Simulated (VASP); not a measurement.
Wanted: the native input for a VASP 6.6.1 run.

```
Task                   : electric field gradients
Functional             : LDA
Potentials or basis    : VASP PAW LDA potentials, release 64 (Ni)
Cutoff                 : 520 eV
k mesh                 : 20 × 20 × 20
Occupations            : fermi-dirac, width 0.05 eV
Spin                   : collinear spin, ferromagnetic start
Starting moments       : [1.5] μB
Dipole correction      : no
Further INCAR settings : ALGO = Normal; EDIFF = 1e-08; NBANDS = 15
```

The structure of Ni lies in POSCAR:

```
Ni
1.0
    0.0000000000      1.7912151680      1.7912151680
    1.7912151680      0.0000000000      1.7912151680
    1.7912151680      1.7912151680      0.0000000000
Ni
1
Direct
    0.0000000000      0.0000000000      0.0000000000
```

The input as run:

INCAR

```
PREC     = Accurate       # precision mode
ENCUT    = 520            # plane-wave cutoff, eV
EDIFF    = 1E-8           # SCF threshold, eV
ISMEAR   = -1             # smearing method
SIGMA    = 0.05           # smearing width, eV
LREAL    = False          # projectors in reciprocal space
LASPH    = True           # aspherical terms in the spheres
NELM     = 150            # most SCF steps
ALGO     = Normal         # electronic algorithm
ISIF     = 2              # what is computed and relaxed
LWAVE    = False          # write WAVECAR
LCHARG   = False          # write CHGCAR
ISPIN    = 2              # spin polarisation
MAGMOM   = 1.5            # initial moments
LORBIT   = 11             # projections on sites
LMAXMIX  = 4              # l up to which the mixer works
LEFG     = True         
NBANDS   = 15             # bands
```

KPOINTS

```
Automatic mesh
0
Gamma
  20 20 20
```

Potentials or basis: VASP PAW LDA potentials, release 64 (Ni).

Launch:

```bash
$ cat potpaw_LDA.64/Ni/POTCAR > POTCAR
$ mpirun -np 1 vasp_std > vasp.out
```

It gave:

```yaml
Pressure: -24.6 GPa
Net_moment: 0.62 μB per cell
Site_moments: Ni +0.62 μB
Largest_electric_field_gradient_by_atom: zero within the noise of the run
Valence_electrons_inside_the_program's_atomic_spheres: Ni 9.23
```

Caveat: the cell stands under tension.

Wall time 82 s on 1 thread of Intel(R) Xeon(R) Platinum 8259CL CPU @ 2.50GHz (Skylake/Cascade Lake), on a shared host, peak memory 0.18 GiB.
